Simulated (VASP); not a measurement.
## MgS: single point with r2SCAN

MgS:

```
CELL_PARAMETERS angstrom
0.02198 2.60152 2.60152
2.60152 0.02198 2.60152
2.62350 2.62350 0.00000
ATOMIC_POSITIONS crystal
Mg 0.00000 0.00000 0.00000
S 0.50000 0.50000 0.50000
```

This cell differs from its parent crystal: shear xy strain +1.7%.

| Property | Result |
| --- | --- |
| Program | VASP 6.6.1 |
| Task | single point |
| Functional | r2SCAN |
| Potentials or basis | VASP PAW PBE potentials, release 64 (Mg, S) |
| Cutoff | 520 eV |
| k mesh | 8 × 8 × 8 |
| Occupations | gaussian, width 0.01 eV |
| Spin | no spin polarisation |

```
Pressure               : -0.5 GPa
Band gap on the k mesh : 3.34 eV (least direct gap 4.53 eV)
```

Stress tensor (GPa, compression positive):
```
-0.45 -1.02  0.00
-1.02 -0.45  0.00
 0.00  0.00 -0.48
```

Levels at points of the mesh, in eV from the valence-band top:
```
           k point  band 1  band 2  band 3  band 4  band 5  band 6  band 7  band 8  band 9
(0.00, 0.00, 0.00)  -13.27   -0.16   -0.08    0.00    4.53    8.31    8.46    8.60   10.86
(0.50, 0.00, 0.00)  -11.91   -4.93   -0.77   -0.71    5.07    7.30    7.41   11.13   13.17
(0.50, 0.50, 0.00)  -11.55   -4.35   -1.92   -1.70    3.34    4.86   13.06   13.41   14.43
(0.00, 0.00, 0.50)  -11.96   -4.99   -0.70   -0.63    5.20    7.44    7.55   11.17   13.13
(0.50, 0.00, 0.50)  -11.55   -4.35   -1.81   -1.81    3.35    4.84   13.03   13.40   14.46
```

Run time: 3.2 min on 1 thread of Intel(R) Xeon(R) Platinum 8488C (Sapphire Rapids), with other jobs on the host, peak memory 0.19 GiB.

Caveat: the cell differs from its parent crystal (shear xy strain +1.7%); the PAW data sets were made with another functional, which shifts forces and pressure a little. A k mesh can miss the band edges.
